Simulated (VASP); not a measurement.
Wanted: the native input for a VASP 6.6.1 run.

```
Task                   : single point
Functional             : PBEsol
Potentials or basis    : VASP PAW PBE potentials, release 64 (Cs_sv)
Cutoff                 : 500 eV
k mesh                 : 5 × 5 × 5
Occupations            : fermi-dirac, width 0.1 eV
Spin                   : no spin polarisation
Dipole correction      : no
Further INCAR settings : ALGO = Normal; EDIFF = 1e-06; NBANDS = 10
```

The structure of Cs lies in POSCAR:

```
Cs
1.0
    0.0000000000      3.7782218271      3.7782218271
    3.7782218271      0.0000000000      3.7782218271
    3.7782218271      3.7782218271      0.0000000000
Cs
1
Direct
    0.0000000000      0.0000000000      0.0000000000
```

This isn't the form of Cs at room conditions, which is bcc.

The input as run:

INCAR

```
PREC = Accurate
ENCUT = 500
EDIFF = 1E-6
ISMEAR = -1
SIGMA = 0.1
LREAL = F
LASPH = T
NELM = 120
ALGO = Normal
ISIF = 2
LWAVE = F
LCHARG = F
GGA = PS
NBANDS = 10
GGA_COMPAT = F
```

KPOINTS

```
Automatic mesh
0
Gamma
  5 5 5
```

Potentials or basis: VASP PAW PBE potentials, release 64 (Cs_sv).

Launch:

```sh
$ cat potpaw_PBE.64/Cs_sv/POTCAR > POTCAR
$ mpirun -np 1 vasp_std > vasp.out
```

Results of the run:

| Item | Value |
| --- | --- |
| Pressure | 0.0 GPa |
| Band gap on the k mesh | zero (an odd number of electrons rules out a gap without spin polarisation) |

Caveat: the PAW data sets were made with another functional, which shifts forces and pressure a little; spin-orbit coupling is left out, which moves the levels of the heavy elements.

It took 19 s on 1 thread of Intel(R) Xeon(R) Platinum 8375C CPU @ 2.90GHz (Ice Lake), on a shared host, peak memory 0.22 GiB.
